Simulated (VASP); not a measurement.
Wanted: the native input for a VASP 6.6.1 run.

```
Task                   : single point
Functional             : PBE
Potentials or basis    : VASP PAW PBE potentials, release 64 (Sc_sv, B, Sb)
Cutoff                 : 520 eV
k mesh                 : 3 × 3 × 4
Occupations            : gaussian, width 0.1 eV
Spin                   : no spin polarisation
Dipole correction      : no
Further INCAR settings : ALGO = Normal; EDIFF = 1e-06; NBANDS = 31
```

The structure of Sc3B2Sb lies in POSCAR:

```
Sc3B2Sb
1.0
    6.7592705600     -0.0000000033      0.0000000000
   -3.3796352771      5.8537000177      0.0000000000
    0.0000000000      0.0000000000      3.1867913520
Sc B Sb
3 2 1
Direct
    0.4837674653      0.5162325347      0.0000000000
    0.4837674653      0.9675349305      0.0000000000
    0.0324650695      0.5162325347      0.0000000000
    0.6666666667      0.3333333333      0.0000000000
    0.6666666667      0.3333333333      0.5000000000
    0.0000000000      0.0000000000      0.0000000000
```

The cell was built from a structure type or drawn by symmetry, and may not be a known phase.

These files were run (other wordings do the same):

INCAR

```
SYSTEM = Sc3B2Sb
  PREC = Accurate
  ENCUT = 520
  EDIFF = 1E-6
  ISMEAR = 0
  SIGMA = 0.1
  LREAL = .False.
  LASPH = .True.
  NELM = 80
  ALGO = Normal
  ISIF = 2
  LWAVE = .False.
  LCHARG = .False.
  GGA = PE
  NBANDS = 31
```

KPOINTS

```
regular mesh
0
Gamma
  3 3 4
  0 0 0
```

Potentials or basis: VASP PAW PBE potentials, release 64 (Sc_sv, B, Sb).

The run is started by

```console
$ cat potpaw_PBE.64/Sc_sv/POTCAR potpaw_PBE.64/B/POTCAR potpaw_PBE.64/Sb/POTCAR > POTCAR
$ mpirun -np 1 vasp_std > vasp.out
```

Results of the run:

The pressure is 0.2 GPa, the largest force is 0.033 eV/Å and the band gap on the k mesh is zero (bands 22 and 23 overlap by 0.95 eV).

Caveat: the k points lie up to 0.49 Å⁻¹ apart, too coarse for converged energies and pressures of a metal; spin-orbit coupling is left out, which moves the levels of the heavy elements.

Run time: 32 s on 1 thread of Intel(R) Xeon(R) Platinum 8488C (Sapphire Rapids), with other jobs on the host, peak memory 0.24 GiB.
